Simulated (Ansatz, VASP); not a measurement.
## C: VASP beside Ansatz

```xyz
15
Lattice="3.5715 0.0000 -3.5715 0.0000 3.5715 -3.5715 3.5715 3.5715 0.0000" Properties=species:S:1:pos:R:3 pbc="T T T"
C     1.7858    1.7858   -1.7858
C     3.5715    5.3573   -3.5715
C     1.7858    3.5715   -3.5715
C     5.3573    3.5715   -3.5715
C     3.5715    1.7858   -3.5715
C     5.3573    5.3573   -5.3573
C     3.5715    3.5715   -5.3573
C     0.8929    0.8929   -0.8929
C     2.6787    2.6787   -0.8929
C     0.8929    2.6787   -2.6787
C     2.7814    4.3617   -3.2189
C     2.6787    0.8929   -2.6787
C     4.4644    2.6787   -2.6787
C     2.6787    2.6787   -4.4644
C     4.4644    4.4644   -4.4644
```

Change from the starting cell: C vacancy; atom 11 moved -0.125 of the way to it and -0.525 Å across, host rigid.

Alike in both runs: task single point; functional PBE; k mesh 6 × 6 × 6; occupations gaussian, width 0.05 eV; no spin polarisation.

|  | VASP | Ansatz |
| --- | --- | --- |
| version | VASP 6.6.1 | Ansatz 0.2.0 |
| potentials or method | VASP PAW PBE potentials, release 64 (C), cutoff 520 eV | scalar-relativistic, plane waves, PAW |
| valence electrons in the cell | 60 | 60 |

VASP gave:

| Quantity | Value |
| --- | --- |
| gap on the k mesh at the Fermi level (eV) | none |
| pressure (GPa) | 7.7 |
| traceless stress, the component that is largest in VASP (GPa) | 7.86 |
| rms of the force components (eV/Å) | 2.369 |

Task: What did Ansatz give for the same quantities?

Result: gap on the k mesh at the Fermi level (eV): none; pressure (GPa): 6.8; traceless stress, the component that is largest in VASP (GPa): 7.81; rms of the force components (eV/Å): 2.368.

Atom by atom the forces differ by 0.012 eV/Å (rms over components). A gap of «none» marks a metal or a gap that the smearing closes.
